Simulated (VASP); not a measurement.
# Ni (P6_3/mmc) in VASP: single point with PBEsol

Aim: the single point of Ni with PBEsol.

Everything below comes from runs of VASP 6.6.1. Logs are shortened: lines on timing, memory, paths and dates and some standing lists are left out, and cuts for length are marked.

### 1 The cell of the first run

It takes space group P6_3/mmc (No. 194, hexagonal). The conventional cell has a = 2.710 Å, b = 2.710 Å, c = 4.773 Å, α = 90.00°, β = 90.00°, γ = 120.00°. Ni (site symmetry -6m2) has 12 Ni at 2.71 to 2.85 Å within 3.6 Å.

### 2 Single point, PBEsol, collinear spin, ferromagnetic start (Pt replaced by Ni, lengths x 0.947, strained)

Contents of INCAR:

```
ALGO = Normal
EDIFF = 1E-6
ENCUT = 520
GGA = PS
ISIF = 2
ISMEAR = 0
ISPIN = 2
LASPH = True
LCHARG = True
LELF = True
LMAXMIX = 4
LORBIT = 11
LREAL = False
LVHAR = True
LWAVE = False
MAGMOM = 0.89 0.89
NBANDS = 21
NELM = 150
PREC = Accurate
SIGMA = 0.1
```

Contents of KPOINTS:

```
k-points
0
Gamma
  18 18 10
```

Contents of POSCAR:

```
Ni
1.0
    2.7103869121      0.0000000000      0.0000000000
   -1.3551934560      2.3472639199      0.0000000000
    0.0000000000      0.0000000000      4.7729336104
Ni
2
Direct
    0.6666666700      0.3333333300      0.7500000000
    0.3333333300      0.6666666700      0.2500000000
```

Potentials or basis: VASP PAW PBE potentials, release 64 (Ni).

On the command line:

```sh
$ cat potpaw_PBE.64/Ni/POTCAR > POTCAR
$ mpirun -np 1 vasp_std > vasp.out
```

OUTCAR:

```text
EDIFF = 1E-6
   ENCUT = 520
   GGA = PS
   ISIF = 2
   ISMEAR = 0
   ISPIN = 2
   LASPH = True
   LORBIT = 11
   LREAL = False
   NELM = 150
   PREC = Accurate

 ion  position               nearest neighbor table
   1  0.667  0.333  0.750-   2 2.85   2 2.85   2 2.85   2 2.85   2 2.85   2 2.85
   2  0.333  0.667  0.250-   1 2.85   1 2.85   1 2.85   1 2.85   1 2.85   1 2.85

  LATTYP: Found a hexagonal cell.
 ALAT       =     2.7103869121
 C/A-ratio  =     1.7609786961

  Lattice vectors:

 A1 = (   2.7103869121,   0.0000000000,   0.0000000000)
 A2 = (  -1.3551934560,   2.3472639199,   0.0000000000)
 A3 = (   0.0000000000,   0.0000000000,   4.7729336104)

Analysis of symmetry for initial positions (statically):
=====================================================================
 Subroutine PRICEL returns:
 Original cell was already a primitive cell.

 Routine SETGRP: Setting up the symmetry group for a
 hexagonal supercell.

 Subroutine GETGRP returns: Found 24 space group operations
 (whereof 12 operations were pure point group operations)
 out of a pool of 24 trial point group operations.

The static configuration has the point symmetry D_3d.
 The point group associated with its full space group is D_6h.

Analysis of symmetry for dynamics (positions and initial velocities):
=====================================================================
 Subroutine PRICEL returns:
 Original cell was already a primitive cell.

 Routine SETGRP: Setting up the symmetry group for a
 hexagonal supercell.

 Subroutine GETGRP returns: Found 24 space group operations
 (whereof 12 operations were pure point group operations)
 out of a pool of 24 trial point group operations.

The dynamic configuration has the point symmetry D_3d.
 The point group associated with its full space group is D_6h.

Analysis of structural, dynamic, and magnetic symmetry:
=====================================================================
 Subroutine PRICEL returns:
 Original cell was already a primitive cell.

 Routine SETGRP: Setting up the symmetry group for a
 hexagonal supercell.

 Subroutine GETGRP returns: Found 24 space group operations
 (whereof 12 operations were pure point group operations)
 out of a pool of 24 trial point group operations.

The overall configuration has the point symmetry D_3d.
 The point group associated with its full space group is D_6h.

 Subroutine INISYM returns: Found 24 space group operations
 (whereof 12 operations are pure point group operations),
 and found     1 'primitive' translations

----------------------------------------------------------------------------------------

                                     Primitive cell

  volume of cell :      30.3654

  direct lattice vectors                    reciprocal lattice vectors
     2.710386912  0.000000000  0.000000000     0.368951014  0.213013967  0.000000000
    -1.355193456  2.347263920  0.000000000     0.000000000  0.426027935  0.000000000
     0.000000000  0.000000000  4.772933610     0.000000000  0.000000000  0.209514752

  length of vectors
     2.710386912  2.710386912  4.772933610     0.426027935  0.426027935  0.209514752

  position of ions in fractional coordinates (direct lattice)
     0.666666670  0.333333330  0.750000000
     0.333333330  0.666666670  0.250000000

  ion indices of the primitive-cell ions
   primitive index   ion index
                 1           1
                 2           2

----------------------------------------------------------------------------------------

 KPOINTS: k-points

Automatic generation of k-mesh.
 Grid dimensions read from file:
 generate k-points for:   18   18   10

 Generating k-lattice:

  Cartesian coordinates                     Fractional coordinates (reciprocal lattice)
     0.020497279  0.011834109  0.000000000     0.055555556  0.000000000  0.000000000
     0.000000000  0.023668219  0.000000000     0.000000000  0.055555556  0.000000000
     0.000000000  0.000000000  0.020951475     0.000000000  0.000000000  0.100000000

  Length of vectors
     0.023668219  0.023668219  0.020951475

  Shift w.r.t. Gamma in fractional coordinates (k-lattice)
     0.000000000  0.000000000  0.000000000

 Subroutine IBZKPT returns following result:
 ===========================================

 Found    222 irreducible k-points:

 Following reciprocal coordinates:
            Coordinates               Weight
  0.000000  0.000000  0.000000      1.000000
  0.055556  0.000000  0.000000      6.000000
  0.111111  0.000000  0.000000      6.000000
  0.166667  0.000000  0.000000      6.000000
  0.222222  0.000000  0.000000      6.000000
  0.277778  0.000000  0.000000      6.000000
[... 16 lines left out ...]
  0.333333  0.111111  0.000000     12.000000
  0.388889  0.111111  0.000000     12.000000
 [... further k-points ...]
   k-points           NKPTS =    222   k-points in BZ     NKDIM =    222   number of bands    NBANDS=     21
   number of dos      NEDOS =    301   number of ions     NIONS =      2
   total plane-waves  NPLWV =  14400
   dimension x,y,z NGX =    20 NGY =   20 NGZ =   36
   dimension x,y,z NGXF=    40 NGYF=   40 NGZF=   72
   ions per type =               2
   NGX,Y,Z   is equivalent  to a cutoff of  12.27, 12.27, 12.54 a.u.
   NGXF,Y,Z  is equivalent  to a cutoff of  24.53, 24.53, 25.08 a.u.
 SYSTEM =  unknown system
   PREC   = accura    normal or accurate (medium, high low for compatibility)
   ISTART =      0    job   : 0-new  1-cont  2-samecut
   ICHARG =      2    charge: 1-file 2-atom 10-const
   ISPIN  =      2    spin polarized calculation?
   LNONCOLLINEAR =      F non collinear calculations
   LSORBIT =      F    spin-orbit coupling
   LASPH  =      T    aspherical Exc in radial PAW
   ENCUT  =  520.0 eV  38.22 Ry    6.18 a.u.   5.04  5.04  8.87*2*pi/ulx,y,z
   NELM   =    150;   NELMIN=  2; NELMDL= -5     # of ELM steps
   EDIFF  = 0.1E-05   stopping-criterion for ELM
   LREAL  =      F    real-space projection
[... 7 lines left out ...]
   TEBEG  =    0.0;   TEEND  =   0.0 temperature during run
   PSTRESS=    0.0 pullay stress
   NELECT =      20.0000    total number of electrons
   NUPDOWN=      -1.0000    fix difference up-down
   EMIN   =  10.00;   EMAX   =-10.00  energy-range for DOS
   EFERMI =   0.00;   METHOD = LEGACY
   ISMEAR =     0;   SIGMA  =   0.10  broadening in eV -4-tet -1-fermi 0-gaus
   EFERMI_NEDOS =   21; number of points for ismear=-14 and -15
   IALGO  =     38    algorithm
   IMIX   =      4    mixing-type and parameters
     AMIX     =   0.40;   BMIX     =  1.00
     AMIX_MAG =   1.60;   BMIX_MAG =  1.00
  volume/ion in A,a.u.               =      15.18       102.46
  Fermi-wavevector in a.u.,A,eV,Ry     =   1.424378  2.691684 27.604221  2.028853
  Thomas-Fermi vector in A             =   2.544876
   LORBIT       =     11    0 simple, 1 ext, 2 COOP (PROOUT), +10 PAW based schemes
   GGA     = PS    functional components
   LHFCALC =     F    Hartree Fock is set to
   AEXX    =    0.0000 exact exchange contribution
   IVDW    =     0    specifies the selected vdW correction
   LEPSILON=     F    determine dielectric tensor
   LRPA    =     F    only Hartree local field effects (RPA)
 spin polarized calculation
 Gauss-broadening in eV      SIGMA  =   0.10
  energy-cutoff  :      520.00
  volume of cell :       30.37
 maximum number of plane-waves:       837
   NGX = 11   NGY = 11   NGZ = 17

 number of electron      19.9999992 magnetization       1.4580494

 Free energy of the ion-electron system (eV)
  ---------------------------------------------------
  ext. energy  EPLUGINS =         0.00000000
  ---------------------------------------------------
  free energy    TOTEN  =       -10.75927817 eV

  energy without entropy =      -10.72790260  energy(sigma->0) =      -10.74359038

 E-fermi :   5.2608     XC(G=0): -11.5682

 val. band max:        5.2606820747   @ k =   0.3333   0.0000   0.4000
 cond. band min:       5.2622914521   @ k =   0.0000   0.0000   0.2000
 fundamental gap:      0.0016093774
 Fermi energy:         5.2608043012

 spin component 1

 k-point     1 :       0.0000    0.0000    0.0000
  band No.  band energies     occupation
      1      -1.7314      1.00000
      2       1.6847      1.00000
      3       3.2411      1.00000
      4       3.4716      1.00000
      5       3.4716      1.00000
      6       3.5854      1.00000
[... 13 lines left out ...]
     20      27.7062      0.00000
     21      28.0070      0.00000

 k-point     2 :       0.0556    0.0000    0.0000
  band No.  band energies     occupation
      1      -1.6422      1.00000
      2       1.7425      1.00000
      3       3.2454      1.00000
      4       3.4633      1.00000
      5       3.5020      1.00000
      6       3.5682      1.00000
[... 520 lines left out ...]
 k-point    24 :       0.3889    0.1111    0.0000
  band No.  band energies     occupation
      1       2.1502      1.00000
      2       2.3890      1.00000
      3       2.6190      1.00000
      4       3.4212      1.00000
      5       3.5025      1.00000
      6       3.6023      1.00000
[... 13 lines left out ...]
     20      25.9054      0.00000
     21      30.5704      0.00000

 [... further k-points ...]

 spin component 2

 k-point     1 :       0.0000    0.0000    0.0000
  band No.  band energies     occupation
      1      -1.7657      1.00000
      2       2.1205      1.00000
      3       4.0606      1.00000
      4       4.2647      1.00000
      5       4.2647      1.00000
      6       4.3913      1.00000
[... 13 lines left out ...]
     20      27.6039      0.00000
     21      28.0774      0.00000

 k-point     2 :       0.0556    0.0000    0.0000
  band No.  band energies     occupation
      1      -1.6765      1.00000
      2       2.1849      1.00000
      3       4.0606      1.00000
      4       4.2586      1.00000
      5       4.2970      1.00000
      6       4.3714      1.00000
[... 520 lines left out ...]
 k-point    24 :       0.3889    0.1111    0.0000
  band No.  band energies     occupation
      1       2.5443      1.00000
      2       3.0296      1.00000
      3       3.1754      1.00000
      4       3.9423      1.00000
      5       4.1507      1.00000
      6       4.3323      1.00000
[... 13 lines left out ...]
     20      25.9803      0.00000
     21      30.4979      0.00000

 [... further k-points ...]
[... 5 lines left out ...]
  --------------------------------------------------------------------------------------
  -------------------------------------------------------------------------------------
  Total       -6.0432067     -6.0432067     -6.6614263     -0.0000000      0.0000000      0.0000000
  in kB     -318.8595475   -318.8595475   -351.4788557     -0.0000000      0.0000000      0.0000000
  external PRESSURE =    -329.7326502 kB  Pullay stress =       0.0000000 kB

 VOLUME and BASIS-vectors are now :
 -----------------------------------------------------------------------------
  energy-cutoff  :      520.00
  volume of cell :       30.37
      direct lattice vectors                 reciprocal lattice vectors
     2.710386912  0.000000000  0.000000000     0.368951014  0.213013967  0.000000000
    -1.355193456  2.347263920  0.000000000     0.000000000  0.426027935  0.000000000
     0.000000000  0.000000000  4.772933610     0.000000000  0.000000000  0.209514752

 POSITION                                       TOTAL-FORCE (eV/Angst)
 -----------------------------------------------------------------------------------
      1.35519      0.78242      3.57970         0.000000     -0.000000      0.000000
     -0.00000      1.56484      1.19323        -0.000000      0.000000      0.000000
 -----------------------------------------------------------------------------------
    total drift:                               -0.000000      0.000000     -0.000000

  FREE ENERGIE OF THE ION-ELECTRON SYSTEM (eV)
  ---------------------------------------------------
  free  energy   TOTEN  =       -10.7592781661 eV

  energy  without entropy=      -10.7279026007  energy(sigma->0) =      -10.74359038

 total charge

# of ion       s       p       d       tot
------------------------------------------
    1        0.390   0.274   8.233   8.897
    2        0.390   0.274   8.233   8.897
--------------------------------------------------
tot          0.780   0.548  16.466  17.794

 magnetization (x)

# of ion       s       p       d       tot
------------------------------------------
    1       -0.005  -0.020   0.790   0.766
    2       -0.005  -0.020   0.790   0.766
--------------------------------------------------
tot         -0.010  -0.039   1.581   1.532
```

Run time: 7 min. Hardware: 1 thread of Oxide Virtual Turin-like, shared host; peak memory 0.26 GiB.

What came out:

```
Free energy                                           : -10.7593 eV
Pressure                                              : -33.0 GPa
Net moment                                            : 1.46 μB per cell
Site moments                                          : Ni +0.77 μB
Valence electrons inside the program's atomic spheres : Ni 8.90
```

Caveat: the cell differs from its parent crystal (Pt replaced by Ni, lengths x 0.947, strained); the PAW data sets were made with another functional, which shifts forces and pressure a little.
